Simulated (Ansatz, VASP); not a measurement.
One calculation of TlCl, two programs

```
Tl Cl
1.0
     3.80178    0.00000    0.00000
     0.00000    3.80178    0.00000
     0.00000    0.00000    3.80178
Tl Cl
1 1
Direct
  0.00000 0.00000 0.00000
  0.50000 0.50000 0.50000
```

Change from the starting cell: volume scaled by 0.975, PAW files.

Alike in both runs: task electric field gradients; functional PBE; k mesh 8 × 8 × 8; occupations fermi-dirac, width 0.02 eV; no spin polarisation.

|  | VASP | Ansatz |
| --- | --- | --- |
| version | VASP 6.6.1 | Ansatz 0.2.0 |
| potentials or method | VASP PAW PBE potentials, release 64 (Tl_d, Cl) | PAW with Ansatz's default frozen-core files, scalar-relativistic |
| plane-wave cutoff (eV) | 400 | 420 |
| valence electrons in the cell | 20 | 20 |

|  | VASP | Ansatz | Ansatz less VASP |
| --- | --- | --- | --- |
| gap on the k mesh at the Fermi level (eV) | 2.02 | 2.01 | -0.006 |
| pressure (GPa) | 2.0 | 2.1 | +0.10 |

The functional is the same, so the differences come from potentials, cutoffs and numerics.

Neither program's run includes spin-orbit coupling.
